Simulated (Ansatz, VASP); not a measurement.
**BeS in VASP and in Ansatz**

The input INCAR:

```
SYSTEM = BeS
ALGO = Normal ; EDIFF = 1E-7
ENCUT = 520 ; GGA = PS
ISIF = 2 ; ISMEAR = 0
LASPH = .True. ; LCHARG = .False.
LREAL = .False. ; LWAVE = .False.
NBANDS = 11 ; NELM = 100
PREC = Accurate ; SIGMA = 0.05
```

The input KPOINTS:

```
k-points
0
Gamma
  10 10 10
  0 0 0
```

POSCAR

```
BeS
1.0
    0.0000000000      2.4570807242      2.4570807242
    2.4570807242      0.0000000000      2.4570807242
    2.4570807242      2.4570807242      0.0000000000
Be S
1 1
Direct
    0.0000000000      0.0000000000      0.0000000000
    0.7500000000      0.7500000000      0.7500000000
```

Input for Ansatz:

```yaml
crystal:
  lattice:
    - [0.0, 2.4570807242, 2.4570807242]
    - [2.4570807242, 0.0, 2.4570807242]
    - [2.4570807242, 2.4570807242, 0.0]
  atoms:
    - { symbol: Be, position: [0.0, 0.0, 0.0] }
    - { symbol: S, position: [0.75, 0.75, 0.75] }
basis:
  ecutwfc: 520.0
kpoints:
  mp_grid: { grid: [10, 10, 10] }
hamiltonian:
  xc: pbesol
scf:
  occupations: { method: gaussian, width: 0.05 }
output:
  forces: true
  stress: true
  eigenvalues: true
```

Alike in both runs: task single point; functional PBEsol; k mesh 10 × 10 × 10; occupations gaussian, width 0.05 eV; no spin polarisation.

|  | VASP | Ansatz |
| --- | --- | --- |
| version | VASP 6.6.1 | Ansatz 0.2.0 |
| potentials or method | VASP PAW PBE potentials, release 64 (Be, S), cutoff 520 eV | scalar-relativistic, plane waves, PAW |
| valence electrons in the cell | 8 | 8 |

```tsv
	VASP	Ansatz	Ansatz less VASP
gap on the k mesh at the Fermi level (eV)	3.01	3.01	-0.003
least direct gap on the mesh (eV)	5.38	5.38	-0.001
pressure (GPa)	-4.0	-4.2	-0.14
```

VASP's potentials were made for PBE, not for PBEsol.
